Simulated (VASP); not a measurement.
Input of a VASP 6.6.1 run:

File INCAR:

```
SYSTEM = Si
ALGO = Normal
EDIFF = 1E-7
EDIFFG = -0.01
ENCUT = 500
GGA = PS
GGA_COMPAT = .False.
IBRION = 2
ISIF = 3
ISMEAR = -1
LASPH = .True.
LCHARG = .False.
LREAL = .False.
LWAVE = .False.
NELM = 120
NELMIN = 4
NSW = 80
PREC = Accurate
PSTRESS = 100.0
SIGMA = 0.02
```

Contents of KPOINTS:

```
k-points
0
Gamma
  8 8 8
  0 0 0
```

Contents of POSCAR:

```
Si
1.0
    0.0000000000      2.7150000000      2.7150000000
    2.7150000000      0.0000000000      2.7150000000
    2.7150000000      2.7150000000      0.0000000000
Si
2
Direct
    1.0000000000      1.0000000000      1.0000000000
    0.2500000000      0.2500000000      0.2500000000
```

Potentials or basis: VASP PAW PBE potentials, release 64 (Si).

Launch:

```sh
$ cat potpaw_PBE.64/Si/POTCAR > POTCAR
$ mpirun -np 1 vasp_std > vasp.out
```

(1) Predict the relaxed volume.

(2) What does it give for the space group after relaxing (to 0.1 Å)?

(3) What does it give for the relaxed cell?

(4) Estimate the band gap on the k mesh.

Answers

(1) 18.38 Å³/atom.

(2) Fd-3m (No. 227).

(3) a = 3.732 Å, b = 3.732 Å, c = 3.732 Å, α = 60.00°, β = 60.00°, γ = 60.00°.

(4) 0.35 eV (least direct gap 2.55 eV).

Caveat: the cell is relaxed towards a set pressure, so the run minimises the enthalpy, not the energy; semilocal functionals underestimate gaps, and a narrow one can read as zero; the PAW data sets were made with another functional, which shifts forces and pressure a little.
